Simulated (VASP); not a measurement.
Al, 1 atom in the cell. The structure is cubic, space group Fm-3m (No. 225). Conventional cell: a = 3.976 Å, b = 3.976 Å, c = 3.976 Å, α = 90.00°, β = 90.00°, γ = 90.00°. Within 3.7 Å of Al (site symmetry m-3m) lie 12 Al at 2.81 Å. 

| Property | Result |
| --- | --- |
| Program | VASP 6.6.1 |
| Task | single point |
| Functional | LDA |
| Potentials or basis | VASP PAW LDA potentials, release 64 (Al) |
| Cutoff | 500 eV |
| k mesh | 10 × 10 × 10 |
| Occupations | gaussian, width 0.05 eV |
| Spin | no spin polarisation |
| Dipole correction | no |
| Further INCAR settings | ALGO = Normal; EDIFF = 1e-06; NBANDS = 8 |

Potentials or basis: VASP PAW LDA potentials, release 64 (Al).

The run is started by

```sh
$ cat potpaw_LDA.64/Al/POTCAR > POTCAR
$ mpirun -np 1 vasp_std > vasp.out
```

Hardware: 1 thread of AMD EPYC 9R45 96-Core Processor (Zen 5), on a shared host.

Estimate the wall time of this run.

It took 2.9 s on 1 thread of AMD EPYC 9R45 96-Core Processor (Zen 5) (shared host), peak memory 0.09 GiB. Counts: scf iterations 9, k points 47.
